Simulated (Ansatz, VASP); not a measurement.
**One calculation of KI, two programs**

The input POSCAR:

```
KI
1.0
    2.5126600000     -4.2552270000      0.0000000000
    2.5126600000      4.2552270000      0.0000000000
    0.0000000000      0.0000000000      8.6765890000
K I
2 2
Direct
    0.5000000000      0.5000000000      0.5000000000
    0.5000000000      0.5000000000      0.0000000000
    0.8402300000      0.1597700000      0.2500000000
    0.1597700000      0.8402300000      0.7500000000
```

INCAR.step1

```
SYSTEM = KI
ALGO = Normal
EDIFF = 1E-4
ENCUT = 520
GGA = PE
ISMEAR = 0
LASPH = .TRUE.
LCHARG = .FALSE.
LREAL = .FALSE.
LWAVE = .TRUE.
NBANDS = 24
NELM = 60
PREC = Accurate
SIGMA = 0.01
```

Contents of INCAR.step2:

```
SYSTEM = KI
ALGO = Normal
EDIFF = 1E-6
ENCUT = 520
ISIF = 2
ISMEAR = 0
ISTART = 1
LASPH = .TRUE.
LCHARG = .TRUE.
LELF = .TRUE.
LMIXTAU = .TRUE.
LREAL = .FALSE.
LVHAR = .TRUE.
LWAVE = .FALSE.
METAGGA = R2SCAN
NBANDS = 24
NELM = 60
PREC = Accurate
SIGMA = 0.01
```

KPOINTS

```
k-points
0
G
  4 4 2
  0 0 0
```

Input for Ansatz:

```yaml
crystal:
  lattice:
    - [2.51266, -4.255227, 0.0]
    - [2.51266, 4.255227, 0.0]
    - [0.0, 0.0, 8.676589]
  atoms:
    - { symbol: K, position: [0.5, 0.5, 0.5] }
    - { symbol: K, position: [0.5, 0.5, 0.0] }
    - { symbol: I, position: [0.84023, 0.15977, 0.25] }
    - { symbol: I, position: [0.15977, 0.84023, 0.75] }
basis:
  ecutwfc: 600.0
kpoints:
  mp_grid:
    grid: [4, 4, 2]
hamiltonian:
  xc: r2scan
scf:
  occupations:
    method: fixed
output:
  band_densities:
    - { bands: [v2, v1] }
    - { bands: [c1, c2] }
```

Alike in both runs: task single point; functional r2SCAN; k mesh 4 × 4 × 2; no spin polarisation.

```csv
,VASP,Ansatz
version,VASP 6.6.1,Ansatz 0.2.0
potentials or method,"VASP PAW PBE potentials, release 64 (K_sv, I), cutoff 520 eV","plane waves, PAW"
occupations,"gaussian, width 0.01 eV",fixed
valence electrons in the cell,32,52
```

```csv
,VASP,Ansatz,Ansatz less VASP
gap on the k mesh at the Fermi level (eV),4.37,4.38,+0.003
```

VASP's potentials were made for PBE, not for r2SCAN. VASP's potentials hold 32 valence electrons a cell and Ansatz's 52, so a difference there can come from the potentials and not from the codes.

Spin-orbit coupling is off throughout.
